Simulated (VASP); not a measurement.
Crystal: B4As3N.

```xyz
8
Lattice="3.2162 0.0000 0.0000 0.0000 6.4353 0.0000 0.0000 0.0000 4.4808" Properties=species:S:1:pos:R:3 pbc="T T T"
N     0.0000    0.0000    0.0885
B     1.6081    0.0000    3.6494
B     0.0000    5.1258    0.9997
B     1.6081    3.2176    3.2438
B     0.0000    1.3095    0.9997
As    1.6081    4.9480    2.2445
As    0.0000    3.2176   -0.0275
As    1.6081    1.4873    2.2445
```

Base run:

```yaml
Program: VASP 6.6.1
Functional: PBE
Potentials_or_basis: VASP PAW PBE potentials, release 64 (N, B, As)
Cutoff: 520 eV
k_mesh: 8 × 4 × 6
Occupations: fermi-dirac, width 0.02 eV
Spin: no spin polarisation
```

Its results: band gap on the k mesh 0.17 eV; pressure 3.0 GPa; largest force 0.310 eV/Å.

Task: The run is repeated on the same cell with these changes: functional from PBE to r2SCAN; occupations from fermi-dirac, width 0.02 eV to gaussian, width 0.01 eV. What comes out?

Result: Band gap on the k mesh 0.36 eV; pressure 0.4 GPa; largest force 0.044 eV/Å.

Caveats: semilocal functionals underestimate gaps, and a narrow one can read as zero; the PAW data sets were made with another functional, which shifts forces and pressure a little (at least some runs).

A k mesh can miss the band edges.
